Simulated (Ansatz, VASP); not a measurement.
Ta4O in VASP and in Ansatz

```
Ta O
1.0
     3.25471    0.00000    0.00000
     0.00000    3.25471    0.00000
     0.00000    0.00000    7.95004
Ta O
4 1
Direct
  0.00000 0.00000 0.50000
  0.50000 0.50000 0.78291
  0.50000 0.50000 0.21709
  0.00000 0.00000 0.00000
  0.50000 0.50000 0.50000
```

Change from the starting cell: strain +0.0750 x Voigt [0, 0, 1, 0, 0, 0], atoms carried along.

Alike in both runs: task single point; functional PBE; k mesh 14 × 14 × 8; occupations gaussian, width 0.15 eV; no spin polarisation.

```csv
,VASP,Ansatz
version,VASP 6.6.1,Ansatz 0.2.0
potentials or method,"VASP PAW PBE potentials, release 64 (Ta_pv, O), cutoff 520 eV","scalar-relativistic, plane waves, PAW"
valence electrons in the cell,50,58
```

Ansatz gave:

| Item | Value |
| --- | --- |
| gap on the k mesh at the Fermi level (eV) | none |
| pressure (GPa) | -13.8 |
| traceless stress, the component that is largest in VASP (GPa) | -6.27 |
| rms of the force components (eV/Å) | 0.150 |

Task: Which values does VASP return?

Result: gap on the k mesh at the Fermi level (eV): none; pressure (GPa): -13.7; traceless stress, the component that is largest in VASP (GPa): -6.21; rms of the force components (eV/Å): 0.141.

Atom by atom the forces differ by 0.009 eV/Å (rms over components). A gap of «none» marks a metal or a gap that the smearing closes. VASP's potentials hold 50 valence electrons a cell and Ansatz's 58, so a difference there can come from the potentials and not from the codes.

Neither program's run includes spin-orbit coupling.
